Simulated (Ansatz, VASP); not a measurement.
## One calculation of AlN, two programs

File INCAR:

```
SYSTEM = AlN
ALGO = Normal
EDIFF = 1E-6
EDIFFG = -0.01
ENCUT = 520
GGA = CA
IBRION = 2
ISIF = 2
ISMEAR = 0
LASPH = .TRUE.
LCHARG = .FALSE.
LREAL = .FALSE.
LWAVE = .FALSE.
NELM = 100
NSW = 50
PREC = Accurate
SIGMA = 0.05
```

File KPOINTS:

```
k-points
0
G
  9 9 6
  0 0 0
```

The input POSCAR:

```
AlN
1.0
    3.0886152983      0.0000000000      0.0000000000
   -1.5443076491      2.6748193108      0.0000000000
    0.0000000000      0.0000000000      4.9435842660
Al N
2 2
Direct
    0.3333333333      0.6666666667      0.0015210172
    0.6666666667      0.3333333333      0.5015210172
    0.3333333333      0.6666666667      0.3834789828
    0.6666666667      0.3333333333      0.8834789828
```

Input for Ansatz:

```yaml
crystal:
  lattice:
    - [3.0886152983, 0.0, 0.0]
    - [-1.5443076491, 2.6748193108, 0.0]
    - [0.0, 0.0, 4.943584266]
  atoms:
    - { symbol: Al, position: [0.3333333333, 0.6666666667, 0.0015210172] }
    - { symbol: Al, position: [0.6666666667, 0.3333333333, 0.5015210172] }
    - { symbol: "N", position: [0.3333333333, 0.6666666667, 0.3834789828] }
    - { symbol: "N", position: [0.6666666667, 0.3333333333, 0.8834789828] }
basis:
  ecutwfc: 520.0
kpoints:
  mp_grid: { grid: [9, 9, 6] }
hamiltonian:
  xc: lda
  pseudopotentials: { kind: paw, azcp: { folder: soft_1 } }
scf:
  occupations: { method: gaussian, width: 0.05 }
output:
  forces: true
  stress: true
  eigenvalues: true
relax:
  adjacent_minimum: "off"
  f_tol: 0.01
  max_steps: 30
```

Alike in both runs: task relaxation of the atoms; functional LDA; k mesh 9 × 9 × 6; occupations gaussian, width 0.05 eV; no spin polarisation.

|  | VASP | Ansatz |
| --- | --- | --- |
| version | VASP 6.6.1 | Ansatz 0.2.0 |
| potentials or method | VASP PAW LDA potentials, release 64 (Al, N), cutoff 520 eV | scalar-relativistic, plane waves, PAW |
| valence electrons in the cell | 16 | 16 |

```tsv
	VASP	Ansatz	Ansatz less VASP
gap on the k mesh at the Fermi level, each at its own relaxed structure (eV)	4.42	4.42	-0.007
```

Ansatz warns that its potentials were made for another functional, while VASP's fit it. LDA's correlation is that of Perdew and Zunger in VASP and of Perdew and Wang (1992) in Ansatz. Ansatz's warnings: stress scf threshold loose.

Noted on VASP's run: the relaxation stopped at its first step, so nothing moved.
